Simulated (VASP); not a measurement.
# TlO2: relaxation of cell and atoms with PBE

The system is TlO2.

```
Tl O
1.0
     4.33563    0.00000    0.00000
    -2.16781    3.75477    0.00000
     0.00000    0.00000    3.03228
Tl O
1 2
Direct
  0.00000 0.00000 0.00000
  0.33333 0.66667 0.42000
  0.66667 0.33333 0.58000
```

| Quantity | Value |
| --- | --- |
| Program | VASP 6.6.1 |
| Task | relaxation of cell and atoms |
| Functional | PBE |
| Potentials or basis | VASP PAW PBE potentials, release 64 (Tl_d, O) |
| Cutoff | 600 eV |
| k mesh | 6 × 6 × 6 |
| Occupations | gaussian, width 0.1 eV |
| Spin | no spin polarisation |
| Dipole correction | no |
| Further INCAR settings | ALGO = Normal; EDIFF = 1e-06; IBRION = 2; EDIFFG = -0.04; NSW = 90; ISIF = 3 |

The relaxed volume is 13.74 Å³/atom. The relaxed cell is a = 3.521 Å, b = 3.521 Å, c = 3.839 Å, α = 90.00°, β = 90.00°, γ = 120.00°, the space group after relaxing (to 0.05 Å) is P-3m1 (No. 164) and the energy gained by relaxing is 880.2 meV/atom. The ionic steps are 13 and the pressure after relaxing is 0.1 GPa. The largest force after relaxing is 0.023 eV/Å.

Forces in eV/Å, atoms in the order of the input:
```
Tl   0.000  0.000  0.000
O    0.000  0.000 -0.023
O    0.000  0.000  0.023
```

Stress tensor (GPa, compression positive):
```
0.07 0.00 0.00
0.00 0.07 0.00
0.00 0.00 0.19
```

The path:
| step | energy change (eV) | largest force (eV/Å) | pressure (GPa) | volume (Å³) |
| --- | --- | --- | --- | --- |
| 1 | 0.0000 | 0.2919 | -12.42 | 49.36 |
| 2 | -1.1519 | 0.7093 | -6.41 | 40.59 |
| 3 | -1.3304 | 0.9826 | 1.26 | 37.56 |
| 4 | -1.3374 | 1.0816 | 4.55 | 36.66 |
| 5 | -1.5306 | 1.3179 | 2.40 | 37.35 |
| 6 | -2.2020 | 1.5943 | -2.06 | 39.10 |
| 7 | -2.0744 | 1.1124 | 12.53 | 41.29 |
| 8 | -2.5793 | 0.5434 | 0.82 | 40.12 |
| 9 | -2.5846 | 0.3840 | 1.53 | 40.25 |
| 10 | -2.6315 | 0.1850 | -2.75 | 42.16 |
| 11 | -2.6332 | 0.2163 | -2.07 | 41.83 |
| 12 | -2.6157 | 0.3612 | 4.47 | 40.14 |
| 13 | -2.6407 | 0.0233 | 0.11 | 41.22 |

Final structure:
```
Tl O
1.0
     3.52121    0.00000    0.00000
    -1.76060    3.04946    0.00000
     0.00000    0.00000    3.83920
Tl O
1 2
Cartesian
  0.0000 0.0000 0.0000
  0.0000 2.0330 1.0352
  1.7606 1.0165 2.8040
```

Levels at points of the mesh, in eV from the Fermi level:
```
           k point  band 9  band 10  band 11  band 12  band 13  band 14  band 15  band 16
(0.00, 0.00, 0.00)   -1.25    -1.25    -0.66    -0.66    -0.02     0.57     7.31    11.49
(0.50, 0.00, 0.00)   -3.00    -2.39    -1.98    -0.50     0.20     4.08     7.71    11.53
(0.00, 0.00, 0.50)   -1.99    -1.67    -1.67    -0.07    -0.07     3.22     5.50    11.60
(0.50, 0.00, 0.50)   -4.19    -2.11    -0.86    -0.71    -0.45     3.91     6.66     9.71
```

Wall time 2.9 min on 1 thread of Intel Xeon 6975P-C, on a shared host, peak memory 0.21 GiB.

Caveat: the volume moved by over 15 % at a fixed basis, so the end points are rough; spin-orbit coupling is left out, which moves the levels of the heavy elements; an odd number of electrons without spin polarisation forces a metal; a magnetic or distorted state may lie lower.
